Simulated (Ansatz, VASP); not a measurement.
# One calculation of SiC, two programs

File INCAR:

```
SYSTEM = SiC
PREC = Accurate ; ENCUT = 600
EDIFF = 1E-6 ; ISMEAR = 0
SIGMA = 0.01 ; LREAL = .False.
LASPH = .True. ; NELM = 120
ALGO = Normal ; ISIF = 2
LWAVE = .False. ; LCHARG = .False.
GGA = PS ; NBANDS = 11
GGA_COMPAT = .False.
```

File KPOINTS:

```
regular mesh
0
Gamma
  9 9 9
  0 0 0
```

Contents of POSCAR:

```
SiC
1.0
    0.0267064733      2.1724602037      2.1724602037
    2.1724602037      0.0267064733      2.1724602037
    2.1724602037      2.1724602037      0.0267064733
Si C
1 1
Direct
    0.0006787707      0.0006787707      0.0006787707
    0.2493212293      0.2493212293      0.2493212293
```

Input for Ansatz:

```yaml
crystal:
  lattice:
    - [0.0267064733, 2.1724602037, 2.1724602037]
    - [2.1724602037, 0.0267064733, 2.1724602037]
    - [2.1724602037, 2.1724602037, 0.0267064733]
  atoms:
    - { symbol: Si, position: [0.0006787707, 0.0006787707, 0.0006787707] }
    - { symbol: C, position: [0.2493212293, 0.2493212293, 0.2493212293] }
basis:
  ecutwfc: 420
kpoints:
  mp_grid: { grid: [9, 9, 9] }
  band_path:
    path:
      - [0.0, 0.0, 0.0]
      - [0.0, 0.0, 0.0]
      - [0.0, 0.0, 0.0]
      - [0.0, 0.0, 0.0]
      - [0.0, 0.0, 0.0]
      - [0.0, 0.0, 0.0]
      - [0.0, 0.0, 0.0]
      - [0.0, 0.0, 0.0]
      - [0.0, 0.0, 0.0]
      - [0.0, 0.0, 0.0]
      - [0.0, 0.0, 0.0]
      - [0.0, 0.0, 0.0]
      - [0.0, 0.0, 0.0]
      - [0.0, 0.0, 0.0]
      - [0.0, 0.0, 0.0]
      - [0.0, 0.0, 0.0]
      - [0.0, 0.0, 0.0]
      - [0.0, 0.0, 0.0]
      - [0.0, 0.0, 0.0]
      - [0.0, 0.0, 0.0]
      - [0.0, 0.0, 0.0]
      - [0.0, 0.0, 0.0]
      - [0.0, 0.0, 0.0]
      - [0.0, 0.0, 0.0]
      - [0.0, 0.0, 0.0]
      - [0.0, 0.0, 0.0]
      - [0.3, 0.3, 0.0]
      - [0.3166666667, 0.3166666667, 0.0]
      - [0.3333333333, 0.3333333333, 0.0]
      - [0.35, 0.35, 0.0]
      - [0.3666666667, 0.3666666667, 0.0]
      - [0.3833333333, 0.3833333333, 0.0]
      - [0.4, 0.4, 0.0]
      - [0.4166666667, 0.4166666667, 0.0]
      - [0.4333333333, 0.4333333333, 0.0]
      - [0.45, 0.45, 0.0]
      - [0.4666666667, 0.4666666667, 0.0]
      - [0.4833333333, 0.4833333333, 0.0]
      - [0.5, 0.5, 0.0]
      - [0.0, 0.3, 0.3]
      - [0.0, 0.3166666667, 0.3166666667]
      - [0.0, 0.3333333333, 0.3333333333]
      - [0.0, 0.35, 0.35]
      - [0.0, 0.3666666667, 0.3666666667]
      - [0.0, 0.3833333333, 0.3833333333]
      - [0.0, 0.4, 0.4]
      - [0.0, 0.4166666667, 0.4166666667]
      - [0.0, 0.4333333333, 0.4333333333]
      - [0.0, 0.45, 0.45]
      - [0.0, 0.4666666667, 0.4666666667]
      - [0.0, 0.4833333333, 0.4833333333]
      - [0.0, 0.5, 0.5]
      - [0.5, 0.5, 0.5]
      - [0.5, 0.5, 0.5]
      - [0.5, 0.5, 0.5]
      - [0.5, 0.5, 0.5]
      - [0.5, 0.5, 0.5]
      - [0.5, 0.5, 0.5]
      - [0.5, 0.5, 0.5]
      - [0.5, 0.5, 0.5]
      - [0.5, 0.5, 0.5]
      - [0.5, 0.5, 0.5]
      - [0.5, 0.5, 0.5]
      - [0.5, 0.5, 0.5]
      - [0.5, 0.5, 0.5]
      - [0.0, 0.0, 0.5]
      - [0.0, 0.0, 0.5]
      - [0.0, 0.0, 0.5]
      - [0.0, 0.0, 0.5]
      - [0.0, 0.0, 0.5]
      - [0.0, 0.0, 0.5]
      - [0.0, 0.0, 0.5]
      - [0.0, 0.0, 0.5]
      - [0.0, 0.0, 0.5]
      - [0.0, 0.0, 0.5]
      - [0.0, 0.0, 0.5]
      - [0.0, 0.0, 0.5]
      - [0.0, 0.0, 0.5]
    npoints: 1
hamiltonian:
  xc: pbesol
  pseudopotentials: { kind: paw }
scf:
  occupations: { method: fixed }
  n_extra_bands: 5
output:
  eigenvalues: true
```

Alike in both runs: task single point; functional PBEsol; k mesh 9 × 9 × 9; no spin polarisation.

|  | VASP | Ansatz |
| --- | --- | --- |
| version | VASP 6.6.1 | Ansatz 0.2.0 |
| potentials or method | VASP PAW PBE potentials, release 64 (Si, C), cutoff 600 eV | scalar-relativistic, plane waves, PAW |
| occupations | gaussian, width 0.01 eV | fixed |
| valence electrons in the cell | 8 | 8 |

VASP gave:

```
gap on the k mesh at the Fermi level (eV) : 1.28
least direct gap on the mesh (eV)         : 4.43
```

Task: Estimate Ansatz's values.

Result: gap on the k mesh at the Fermi level (eV): 1.29; least direct gap on the mesh (eV): 4.44.

VASP's potentials were made for PBE, not for PBEsol.
